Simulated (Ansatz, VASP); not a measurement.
## Two plane-wave programs on Pt

Contents of INCAR:

```
ALGO = Normal
EDIFF = 1E-6
ENCUT = 520
GGA = CA
ISIF = 2
ISMEAR = -1
LASPH = True
LCHARG = False
LREAL = False
LWAVE = False
NBANDS = 11
NELM = 80
PREC = Accurate
SIGMA = 0.1
```

File KPOINTS:

```
k-points
0
Gamma
  15 15 15
```

File POSCAR:

```
Pt
1.0
    0.0000000000      1.9474302061      1.9474302061
    1.9474302061      0.0000000000      1.9474302061
    1.9474302061      1.9474302061      0.0000000000
Pt
1
Direct
    0.0000000000      0.0000000000      0.0000000000
```

Input for Ansatz:

```yaml
crystal:
  lattice:
    - [0.0, 1.9474302061, 1.9474302061]
    - [1.9474302061, 0.0, 1.9474302061]
    - [1.9474302061, 1.9474302061, 0.0]
  atoms:
    - { symbol: Pt, position: [0.0, 0.0, 0.0] }
hamiltonian:
  xc: lda
  pseudopotentials:
    kind: paw
    azcp:
      Pt: "pseudopotentials/Pt.paw.azcp"
basis:
  ecutwfc: 420
  fft_grid_basis: typed
kpoints:
  mp_grid: { grid: [15, 15, 15], shift: [0, 0, 0] }
magnetization:
  spin_polarized: false
scf:
  occupations: { method: fermi_dirac, width: 0.1 }
  lower_state_search: "off"
output:
  stress: true
  write_density: true
  write_potential: true
  elf: true
  volumetric_format: npy
```

Alike in both runs: task single point; functional LDA; k mesh 15 × 15 × 15; occupations fermi-dirac, width 0.1 eV; no spin polarisation.

|  | VASP | Ansatz |
| --- | --- | --- |
| version | VASP 6.6.1 | Ansatz 0.2.0 |
| potentials or method | VASP PAW LDA potentials, release 64 (Pt), cutoff 520 eV | plane waves (420 eV) with PAW, scalar-relativistic |
| valence electrons in the cell | 10 | 18 |

Ansatz gave:

```
pressure (GPa) : 0.2
```

Problem. Estimate VASP's values.

Solution. Pressure (GPa): 0.9.

Ansatz warns that its potentials were made for another functional, while VASP's fit it. LDA's correlation is that of Perdew and Zunger in VASP and of Perdew and Wang (1992) in Ansatz. VASP's potentials hold 10 valence electrons a cell and Ansatz's 18, so a difference there can come from the potentials and not from the codes.

Neither program's run includes spin-orbit coupling.
